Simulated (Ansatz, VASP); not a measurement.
# Ga2O3 in VASP and in Ansatz

File POSCAR:

```
Ga2O3
1.0
    2.4923023535      1.3045114362      4.4374986728
   -2.4923023535      1.3045114362      4.4374986728
    0.0000000000     -3.0122828678      4.5670025019
Ga O
4 6
Direct
    0.3554023483      0.3554023483      0.3554023483
    0.1445976517      0.1445976517      0.1445976517
    0.6445976517      0.6445976517      0.6445976517
    0.8554023483      0.8554023483      0.8554023483
    0.5536262452      0.9463737548      0.2500000000
    0.2500000000      0.5536262452      0.9463737548
    0.9463737548      0.2500000000      0.5536262452
    0.4463737548      0.0536262452      0.7500000000
    0.7500000000      0.4463737548      0.0536262452
    0.0536262452      0.7500000000      0.4463737548
```

INCAR.step1

```
SYSTEM = Ga2O3
PREC = Accurate
ENCUT = 520
ISMEAR = 0
SIGMA = 0.05
LREAL = .False.
LASPH = .True.
NELM = 80
NBANDS = 55
GGA = PE
ALGO = Normal
EDIFF = 1E-4
LWAVE = .True.
LCHARG = .False.
```

Contents of INCAR.step2:

```
SYSTEM = Ga2O3
PREC = Accurate
ENCUT = 520
EDIFF = 1E-7
ISMEAR = 0
SIGMA = 0.05
LREAL = .False.
LASPH = .True.
NELM = 80
ALGO = Normal
ISIF = 2
LWAVE = .False.
LCHARG = .False.
METAGGA = R2SCAN
LMIXTAU = .True.
NBANDS = 55
ISTART = 1
```

The input KPOINTS:

```
regular mesh
0
Gamma
  6 6 6
  0 0 0
```

Input for Ansatz:

```yaml
crystal:
  lattice:
    - [2.4923023535, 1.3045114362, 4.4374986728]
    - [-2.4923023535, 1.3045114362, 4.4374986728]
    - [0.0, -3.0122828678, 4.5670025019]
  atoms:
    - { symbol: Ga, position: [0.3554023483, 0.3554023483, 0.3554023483] }
    - { symbol: Ga, position: [0.1445976517, 0.1445976517, 0.1445976517] }
    - { symbol: Ga, position: [0.6445976517, 0.6445976517, 0.6445976517] }
    - { symbol: Ga, position: [0.8554023483, 0.8554023483, 0.8554023483] }
    - { symbol: O, position: [0.5536262452, 0.9463737548, 0.25] }
    - { symbol: O, position: [0.25, 0.5536262452, 0.9463737548] }
    - { symbol: O, position: [0.9463737548, 0.25, 0.5536262452] }
    - { symbol: O, position: [0.4463737548, 0.0536262452, 0.75] }
    - { symbol: O, position: [0.75, 0.4463737548, 0.0536262452] }
    - { symbol: O, position: [0.0536262452, 0.75, 0.4463737548] }
basis:
  ecutwfc: 500
kpoints:
  mp_grid: { grid: [6, 6, 6] }
hamiltonian:
  xc: r2scan
scf:
  occupations: { method: gaussian, width: 0.05 }
output:
  forces: true
  stress: true
  eigenvalues: true
```

Change from the starting cell: strain -0.0600 x Voigt [0, 0, 0, 1, 0, 0], atoms carried along.

Alike in both runs: task single point; functional r2SCAN; k mesh 6 × 6 × 6; occupations gaussian, width 0.05 eV; no spin polarisation.

|  | VASP | Ansatz |
| --- | --- | --- |
| version | VASP 6.6.1 | Ansatz 0.2.0 |
| potentials or method | VASP PAW PBE potentials, release 64 (Ga_d, O), cutoff 520 eV | scalar-relativistic, plane waves, PAW |
| valence electrons in the cell | 88 | 88 |

Ansatz gave:

| Quantity | Value |
| --- | --- |
| gap on the k mesh at the Fermi level (eV) | 3.50 |
| least direct gap on the mesh (eV) | 3.77 |
| pressure (GPa) | 0.8 |
| traceless stress, the component that is largest in VASP (GPa) | 6.58 |
| rms of the force components (eV/Å) | 0.194 |

Estimate VASP's values.

gap on the k mesh at the Fermi level (eV): 3.49; least direct gap on the mesh (eV): 3.77; pressure (GPa): 2.7; traceless stress, the component that is largest in VASP (GPa): 6.85; rms of the force components (eV/Å): 0.204.

VASP's potentials were made for PBE, not for r2SCAN. Atom by atom the forces differ by 0.026 eV/Å (rms over components). The functional is the same, so the differences come from potentials, cutoffs and numerics.
